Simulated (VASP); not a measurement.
HfSiO4: single point with PBEsol

HfSiO4:

```
Hf Si O
1.0
     3.18699    0.00000    0.00000
     0.00000    3.18699    0.00000
     0.00000    0.00000    6.08466
Hf Si O
1 1 4
Direct
  0.00000 0.00000 0.00000
  0.50000 0.50000 0.50000
  0.50000 0.50000 0.81928
  0.50000 0.50000 0.18072
  0.50000 0.00000 0.50000
  0.00000 0.50000 0.50000
```

| Quantity | Value |
| --- | --- |
| Program | VASP 6.6.1 |
| Task | single point |
| Functional | PBEsol |
| Potentials or basis | VASP PAW PBE potentials, release 64 (Hf_pv, Si, O) |
| Cutoff | 520 eV |
| k mesh | 6 × 6 × 4 |
| Occupations | fermi-dirac, width 0.03 eV |
| Spin | no spin polarisation |
| Dipole correction | no |
| Further INCAR settings | ALGO = Normal; EDIFF = 1e-06; NBANDS = 28 |

```
Pressure               : -0.4 GPa
Largest force          : 0.075 eV/Å
Band gap on the k mesh : zero (bands 19 and 20 overlap by 1.93 eV)
```

Forces in eV/Å, atoms in the order of the input:
```
Hf   0.000  0.000  0.000
Si   0.000  0.000  0.000
O    0.000  0.000  0.075
O    0.000  0.000 -0.075
O    0.000  0.000  0.000
O    0.000  0.000  0.000
```

Stress tensor (GPa, compression positive):
```
-0.36  0.00  0.00
 0.00 -0.36  0.00
 0.00  0.00 -0.50
```

Levels at points of the mesh, in eV from the Fermi level:
| k point | band 15 | band 16 | band 17 | band 18 | band 19 | band 20 | band 21 | band 22 | band 23 | band 24 |
| --- | --- | --- | --- | --- | --- | --- | --- | --- | --- | --- |
| (0.00, 0.00, 0.00) | -3.25 | -1.84 | -1.77 | -1.05 | -1.05 | -0.89 | 0.66 | 1.74 | 3.32 | 3.88 |
| (0.50, 0.00, 0.00) | -3.11 | -3.08 | -2.71 | -1.79 | -1.47 | 0.33 | 1.76 | 2.32 | 2.93 | 4.38 |
| (0.50, 0.50, 0.00) | -3.68 | -3.11 | -2.30 | -2.30 | 0.88 | 1.56 | 3.74 | 3.90 | 3.90 | 5.06 |
| (0.00, 0.00, 0.50) | -3.18 | -2.85 | -2.27 | -1.28 | -1.05 | -1.05 | 1.25 | 2.39 | 3.32 | 3.91 |
| (0.50, 0.00, 0.50) | -3.13 | -2.83 | -2.41 | -2.31 | -2.23 | 0.68 | 1.30 | 2.38 | 2.93 | 4.25 |
| (0.50, 0.50, 0.50) | -3.68 | -2.28 | -2.28 | -1.81 | 0.88 | 1.03 | 3.43 | 3.89 | 3.89 | 5.06 |

Run time: 29 s on 1 thread of Intel(R) Xeon(R) Platinum 8488C (Sapphire Rapids), with other jobs on the host, peak memory 0.2 GiB.

Caveat: the PAW data sets were made with another functional, which shifts forces and pressure a little; spin-orbit coupling is left out, which moves the levels of the heavy elements.
